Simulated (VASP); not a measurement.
# PbO2 in VASP: a series of runs, part 2 of 2

VASP 6.6.1. The steps go on from the part before.

### Step 4. Single point, PBEsol (atoms moved at random)

File INCAR:

```
SYSTEM = PbO2
PREC     = Accurate       ! precision mode
ENCUT    = 520            ! plane-wave cutoff, eV
EDIFF    = 1E-7           ! SCF threshold, eV
ISMEAR   = -1             ! smearing method
SIGMA    = 0.05           ! smearing width, eV
LREAL    = .FALSE.        ! projectors in reciprocal space
LASPH    = .TRUE.         ! aspherical terms in the spheres
NELM     = 80             ! most SCF steps
ALGO     = Normal         ! electronic algorithm
ISIF     = 2              ! what is computed and relaxed
LWAVE    = .FALSE.        ! write WAVECAR
LCHARG   = .TRUE.         ! write CHGCAR
GGA      = PS             ! functional
LELF     = .TRUE.         ! ELF
LVHAR    = .TRUE.       
NBANDS   = 20             ! bands
```

File KPOINTS:

```
Automatic mesh
0
G
  9 9 9
  0 0 0
```

File POSCAR:

```
PbO2
1.0
    0.0000000000      2.7019920000      2.7019920000
    2.7019920000      0.0000000000      2.7019920000
    2.7019920000      2.7019920000      0.0000000000
Pb O
1 2
Direct
   -0.0038920000      0.0019790000      0.0053630000
    0.7454200000      0.7468610000      0.7419540000
    0.2379960000      0.2722400000      0.2412150000
```

Potentials or basis: VASP PAW PBE potentials, release 64 (Pb_d, O).

On the command line:

```console
$ cat potpaw_PBE.64/Pb_d/POTCAR potpaw_PBE.64/O/POTCAR > POTCAR
$ mpirun -np 1 vasp_std > vasp.out
```

OUTCAR:

```text
SYSTEM = PbO2
   PREC = Accurate
   ENCUT = 520
   EDIFF = 1E-7
   ISMEAR = -1
   LREAL = .FALSE.
   LASPH = .TRUE.
   NELM = 80
   ISIF = 2
   GGA = PS

 ion  position               nearest neighbor table
   1  0.996  0.002  0.005-   3 2.28   2 2.30   2 2.32   3 2.33   2 2.34   3 2.37   3 2.38   2 2.40

   2  0.745  0.747  0.742-   1 2.30   1 2.32   1 2.34   1 2.40
   3  0.238  0.272  0.241-   1 2.28   1 2.33   1 2.37   1 2.38

  LATTYP: Found a face centered cubic cell.
 ALAT       =     5.4039840000

  Lattice vectors:

 A1 = (   0.0000000000,   2.7019920000,   2.7019920000)
 A2 = (   2.7019920000,   0.0000000000,   2.7019920000)
 A3 = (   2.7019920000,   2.7019920000,   0.0000000000)

Analysis of symmetry for initial positions (statically):
=====================================================================
 Subroutine PRICEL returns:
 Original cell was already a primitive cell.

 Routine SETGRP: Setting up the symmetry group for a
 face centered cubic supercell.

 Subroutine GETGRP returns: Found  1 space group operations
 (whereof  1 operations were pure point group operations)
 out of a pool of 48 trial point group operations.

The static configuration has the point symmetry C_1 .

Analysis of symmetry for dynamics (positions and initial velocities):
=====================================================================
 Subroutine PRICEL returns:
 Original cell was already a primitive cell.

 Routine SETGRP: Setting up the symmetry group for a
 face centered cubic supercell.

 Subroutine GETGRP returns: Found  1 space group operations
 (whereof  1 operations were pure point group operations)
 out of a pool of 48 trial point group operations.

The dynamic configuration has the point symmetry C_1 .

 Subroutine INISYM returns: Found  1 space group operations
 (whereof  1 operations are pure point group operations),
 and found     1 'primitive' translations

----------------------------------------------------------------------------------------

                                     Primitive cell

  volume of cell :      39.4532

  direct lattice vectors                    reciprocal lattice vectors
     0.000000000  2.701992000  2.701992000    -0.185048660  0.185048660  0.185048660
     2.701992000  0.000000000  2.701992000     0.185048660 -0.185048660  0.185048660
     2.701992000  2.701992000  0.000000000     0.185048660  0.185048660 -0.185048660

  length of vectors
     3.821193732  3.821193732  3.821193732     0.320513682  0.320513682  0.320513682

  position of ions in fractional coordinates (direct lattice)
     0.996108000  0.001979000  0.005363000
     0.745420000  0.746861000  0.741954000
     0.237996000  0.272240000  0.241215000

  ion indices of the primitive-cell ions
   primitive index   ion index
                 1           1
                 2           2
                 3           3

----------------------------------------------------------------------------------------

 KPOINTS: Automatic mesh

Automatic generation of k-mesh.
 Grid dimensions read from file:
 generate k-points for:    9    9    9

 Generating k-lattice:

  Cartesian coordinates                     Fractional coordinates (reciprocal lattice)
    -0.020560962  0.020560962  0.020560962     0.111111111  0.000000000  0.000000000
     0.020560962 -0.020560962  0.020560962     0.000000000  0.111111111  0.000000000
     0.020560962  0.020560962 -0.020560962     0.000000000  0.000000000  0.111111111

  Length of vectors
     0.035612631  0.035612631  0.035612631

  Shift w.r.t. Gamma in fractional coordinates (k-lattice)
     0.000000000  0.000000000  0.000000000

 Subroutine IBZKPT returns following result:
 ===========================================

 Found    365 irreducible k-points:

 Following reciprocal coordinates:
            Coordinates               Weight
  0.000000  0.000000  0.000000      1.000000
  0.111111  0.000000  0.000000      2.000000
  0.000000  0.111111  0.000000      2.000000
  0.000000  0.000000  0.111111      2.000000
  0.111111  0.111111  0.111111      2.000000
  0.222222  0.000000  0.000000      2.000000
[... 16 lines left out ...]
  0.111111  0.000000  0.222222      2.000000
  0.111111  0.111111 -0.111111      2.000000
 [... further k-points ...]
   k-points           NKPTS =    365   k-points in BZ     NKDIM =    365   number of bands    NBANDS=     20
   number of dos      NEDOS =    301   number of ions     NIONS =      3
   total plane-waves  NPLWV =  21952
   dimension x,y,z NGX =    28 NGY =   28 NGZ =   28
   dimension x,y,z NGXF=    56 NGYF=   56 NGZF=   56
   ions per type =               1   2
   NGX,Y,Z   is equivalent  to a cutoff of  12.18, 12.18, 12.18 a.u.
   NGXF,Y,Z  is equivalent  to a cutoff of  24.36, 24.36, 24.36 a.u.
 SYSTEM =  PbO2
   PREC   = accura    normal or accurate (medium, high low for compatibility)
   ISTART =      0    job   : 0-new  1-cont  2-samecut
   ICHARG =      2    charge: 1-file 2-atom 10-const
   ISPIN  =      1    spin polarized calculation?
   LNONCOLLINEAR =      F non collinear calculations
   LSORBIT =      F    spin-orbit coupling
   LASPH  =      T    aspherical Exc in radial PAW
   ENCUT  =  520.0 eV  38.22 Ry    6.18 a.u.   7.10  7.10  7.10*2*pi/ulx,y,z
   NELM   =     80;   NELMIN=  2; NELMDL= -5     # of ELM steps
   EDIFF  = 0.1E-06   stopping-criterion for ELM
   LREAL  =      F    real-space projection
   EDIFFG = 0.1E-05   stopping-criterion for IOM
   NSW    =      0    number of steps for IOM
   IBRION =     -1    ionic relax: 0-MD 1-quasi-New 2-CG
   NFREE  =      0    steps in history (QN), initial steepest desc. (CG)
   ISIF   =      2    stress and relaxation
   ISYM   =      2    0-nonsym 1-usesym 2-fastsym
   POTIM  = 0.5000    time-step for ionic-motion
   TEBEG  =    0.0;   TEEND  =   0.0 temperature during run
   PSTRESS=    0.0 pullay stress
   NELECT =      26.0000    total number of electrons
   NUPDOWN=      -1.0000    fix difference up-down
   EMIN   =  10.00;   EMAX   =-10.00  energy-range for DOS
   EFERMI =   0.00;   METHOD = LEGACY
   ISMEAR =    -1;   SIGMA  =   0.05  broadening in eV -4-tet -1-fermi 0-gaus
   EFERMI_NEDOS =   21; number of points for ismear=-14 and -15
   IALGO  =     38    algorithm
   IMIX   =      4    mixing-type and parameters
     AMIX     =   0.40;   BMIX     =  1.00
     AMIX_MAG =   1.60;   BMIX_MAG =  1.00
  volume/ion in A,a.u.               =      13.15        88.75
  Fermi-wavevector in a.u.,A,eV,Ry     =   1.424640  2.692180 27.614384  2.029600
  Thomas-Fermi vector in A             =   2.545110
   LORBIT       =      0    0 simple, 1 ext, 2 COOP (PROOUT), +10 PAW based schemes
   GGA     = PS    functional components
   LHFCALC =     F    Hartree Fock is set to
   AEXX    =    0.0000 exact exchange contribution
   IVDW    =     0    specifies the selected vdW correction
   LEPSILON=     F    determine dielectric tensor
   LRPA    =     F    only Hartree local field effects (RPA)
 non-spin polarized calculation
  energy-cutoff  :      520.00
  volume of cell :       39.45
 maximum number of plane-waves:      1073
   NGX = 15   NGY = 15   NGZ = 15

 number of electron      26.0000000 magnetization

 Free energy of the ion-electron system (eV)
  ---------------------------------------------------
  ext. energy  EPLUGINS =         0.00000000
  ---------------------------------------------------
  free energy    TOTEN  =       -16.74609816 eV

  energy without entropy =      -16.74027541  energy(sigma->0) =      -16.74318679

 E-fermi :   5.4833     XC(G=0): -11.4193

 val. band max:        5.4590632540   @ k =  -0.3333   0.4444   0.2222
 cond. band min:       5.9343340642   @ k =  -0.2222  -0.1111  -0.1111
 fundamental gap:      0.4752708102
 Fermi energy:         5.4833006457

 k-point     1 :       0.0000    0.0000    0.0000
  band No.  band energies     occupation
      1     -13.0004      2.00000
      2     -10.3288      2.00000
      3     -10.1370      2.00000
      4     -10.1306      2.00000
      5      -9.9051      2.00000
      6      -9.8908      2.00000
[... 12 lines left out ...]
     19      20.8524      0.00000
     20      20.8723      0.00000

 k-point     2 :       0.1111    0.0000    0.0000
  band No.  band energies     occupation
      1     -12.9026      2.00000
      2     -10.7419      2.00000
      3     -10.1294      2.00000
      4     -10.1136      2.00000
      5      -9.8923      2.00000
      6      -9.8903      2.00000
[... 498 lines left out ...]
 k-point    24 :       0.1111    0.1111   -0.1111
  band No.  band energies     occupation
      1     -12.6498      2.00000
      2     -11.2319      2.00000
      3     -10.0815      2.00000
      4     -10.0653      2.00000
      5      -9.9107      2.00000
      6      -9.8736      2.00000
[... 12 lines left out ...]
     19      20.7221      0.00000
     20      20.9222      0.00000

 [... further k-points ...]
[... 5 lines left out ...]
  --------------------------------------------------------------------------------------
  -------------------------------------------------------------------------------------
  Total       -1.2339737     -1.3002581     -1.2686763     -0.0276392     -0.0899585      0.0063715
  in kB      -50.1111431    -52.8029233    -51.5204027     -1.1224152     -3.6531744      0.2587419
  external PRESSURE =     -51.4781564 kB  Pullay stress =       0.0000000 kB

 VOLUME and BASIS-vectors are now :
 -----------------------------------------------------------------------------
  energy-cutoff  :      520.00
  volume of cell :       39.45
      direct lattice vectors                 reciprocal lattice vectors
     0.000000000  2.701992000  2.701992000    -0.185048660  0.185048660  0.185048660
     2.701992000  0.000000000  2.701992000     0.185048660 -0.185048660  0.185048660
     2.701992000  2.701992000  0.000000000     0.185048660  0.185048660 -0.185048660

 POSITION                                       TOTAL-FORCE (eV/Angst)
 -----------------------------------------------------------------------------------
      0.01984      2.70597      2.69682        -0.057917     -0.286433      0.096474
      4.02277      4.01887      4.03213         0.363243      0.024678      0.180329
      1.38735      1.29482      1.37865        -0.305326      0.261755     -0.276803
 -----------------------------------------------------------------------------------
    total drift:                                0.000326      0.000100     -0.000074

  FREE ENERGIE OF THE ION-ELECTRON SYSTEM (eV)
  ---------------------------------------------------
  free  energy   TOTEN  =       -16.7460981589 eV

  energy  without entropy=      -16.7402754125  energy(sigma->0) =      -16.74318679
```

Run time: 7.6 min. Hardware: 1 thread of AMD EPYC 7R13, shared host; peak memory 0.33 GiB.

Results:

```yaml
Free_energy: -16.7461 eV
Pressure: -5.1 GPa
Largest_force: 0.488 eV/Å
Band_gap_on_the_k_mesh: zero (band 13 reaches 5.46 eV, above the bottom of band 14 at 4.39 eV)
```

Forces in eV/Å, atoms in the order of the input:
```
Pb  -0.058 -0.286  0.096
O    0.363  0.025  0.180
O   -0.305  0.262 -0.277
```

Levels at points of the mesh, in eV from the Fermi level:
```
           k point  band 11  band 12  band 13  band 14  band 15  band 16
(0.00, 0.00, 0.00)    -1.98    -1.38    -1.16    -1.09     6.70     6.81
```

Caveat: the cell differs from its parent crystal (atoms moved at random); the PAW data sets were made with another functional, which shifts forces and pressure a little; spin-orbit coupling is left out, which moves the levels of the heavy elements.

### Step 5. Single point, PBE

This run uses another cell than the first one, of 13.15 Å³/atom, 0.980 times its volume.

File INCAR:

```
SYSTEM = PbO2
PREC = Accurate
ENCUT = 520
EDIFF = 1E-6
ISMEAR = 1
SIGMA = 0.1
LREAL = .FALSE.
LASPH = .TRUE.
NELM = 100
ALGO = Normal
ISIF = 2
LWAVE = .FALSE.
LCHARG = .FALSE.
GGA = PE
NBANDS = 20
```

File KPOINTS:

```
regular mesh
0
G
  6 6 6
  0 0 0
```

File POSCAR:

```
PbO2
1.0
    0.0000000000      2.7019920000      2.7019920000
    2.7019920000      0.0000000000      2.7019920000
    2.7019920000      2.7019920000      0.0000000000
Pb O
1 2
Direct
    0.0000000000      0.0000000000      0.0000000000
    0.7500000000      0.7500000000      0.7500000000
    0.2500000000      0.2500000000      0.2500000000
```

On the command line:

```console
$ cat potpaw_PBE.64/Pb_d/POTCAR potpaw_PBE.64/O/POTCAR > POTCAR
$ mpirun -np 1 vasp_std > vasp.out
```

Wall time 20 s (1 thread of AMD EPYC 7R13, shared host); peak memory 0.13 GiB.

It converged, with:

```yaml
Free_energy: -15.6088 eV
Pressure: 0.2 GPa
Band_gap_on_the_k_mesh: zero (band 13 reaches 5.63 eV, above the bottom of band 14 at 4.44 eV)
```

Levels at points of the mesh, in eV from the Fermi level:
| k point | band 10 | band 11 | band 12 | band 13 | band 14 | band 15 | band 16 | band 17 |
| --- | --- | --- | --- | --- | --- | --- | --- | --- |
| (0.00, 0.00, 0.00) | -2.01 | -2.01 | -1.25 | -1.25 | -1.25 | 6.94 | 6.94 | 6.94 |
| (0.50, 0.00, 0.00) | -2.80 | -2.80 | -1.46 | -1.46 | 2.52 | 7.09 | 9.44 | 9.44 |
| (0.50, 0.50, 0.00) | -4.51 | -0.29 | -0.18 | -0.18 | 1.62 | 6.14 | 9.40 | 10.76 |

Caveat: spin-orbit coupling is left out, which moves the levels of the heavy elements.

### Step 6. Summary

| level | cell | k mesh | smearing | gap on the mesh (eV) | pressure (GPa) |
| --- | --- | --- | --- | --- | --- |
| PBEsol | a = 3.847 Å, angles 60.0°, 3 atoms | 9 × 9 × 9 | fermi-dirac 0.05 eV | none | -7.9 |
| PBEsol | a = 3.896 Å, angles 60.0°, 3 atoms | 9 × 9 × 9 | fermi-dirac 0.05 eV | none | -11.8 |
| PBEsol | a = 3.821 Å, angles 60.0°, 3 atoms | 9 × 9 × 9 | fermi-dirac 0.05 eV | none | -5.1 |
| PBE | a = 3.821 Å, angles 60.0°, 3 atoms | 6 × 6 × 6 | methfessel-paxton 0.1 eV | none | 0.2 |

Some of these runs hold the atoms at other places in the same cell, which the table doesn't show; runs alike in all that it shows share one row.

Alike in all rows: task single point; potentials or basis VASP PAW PBE potentials, release 64 (Pb_d, O); no spin polarisation; cutoff (eV) 520.

Caveats: spin-orbit coupling is left out, which moves the levels of the heavy elements; the PAW data sets were made with another functional, which shifts forces and pressure a little (some runs).

Total energies depend on the potentials used, so only differences within one code and one set of settings carry meaning.
